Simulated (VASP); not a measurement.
Write the native input for VASP 6.6.1 that does the following.

- Task: single point
- Functional: LDA
- Potentials or basis: VASP PAW LDA potentials, release 64 (Zn, S)
- Cutoff: 520 eV
- k mesh: 6 × 6 × 4
- Occupations: gaussian, width 0.01 eV
- Spin: no spin polarisation
- Dipole correction: no
- Further INCAR settings: ALGO = Normal; EDIFF = 1e-07; NBANDS = 26

The structure of ZnS lies in POSCAR:

```
ZnS
1.0
    3.7756147610      0.0000000000      0.0000000000
   -1.8878073805      3.2697782979      0.0000000000
    0.0000000000      0.0000000000      6.1037532428
Zn S
2 2
Direct
    0.3333333333      0.6666666667      0.0040486444
    0.6666666667      0.3333333333      0.5040486444
    0.3333333333      0.6666666667      0.3809513556
    0.6666666667      0.3333333333      0.8809513556
```

This cell differs from its parent crystal: in-plane strain +0.01, then relaxed in part.

The input as run:

INCAR

```
SYSTEM = ZnS
PREC = Accurate
ENCUT = 520
EDIFF = 1E-7
ISMEAR = 0
SIGMA = 0.01
LREAL = .False.
LASPH = .True.
NELM = 60
ALGO = Normal
ISIF = 2
LWAVE = .False.
LCHARG = .False.
NBANDS = 26
```

KPOINTS

```
Automatic mesh
0
Gamma
  6 6 4
  0 0 0
```

Potentials or basis: VASP PAW LDA potentials, release 64 (Zn, S).

The run is started by

```sh
$ cat potpaw_LDA.64/Zn/POTCAR potpaw_LDA.64/S/POTCAR > POTCAR
$ mpirun -np 1 vasp_std > vasp.out
```

It gave:

| Item | Value |
| --- | --- |
| Pressure | -0.8 GPa |
| Band gap on the k mesh | 2.21 eV, direct |

Caveat: the cell differs from its parent crystal (in-plane strain +0.01, then relaxed in part).

Run time: 51 s on 1 thread of Intel Xeon 6975P-C, with other jobs on the host, peak memory 0.17 GiB.
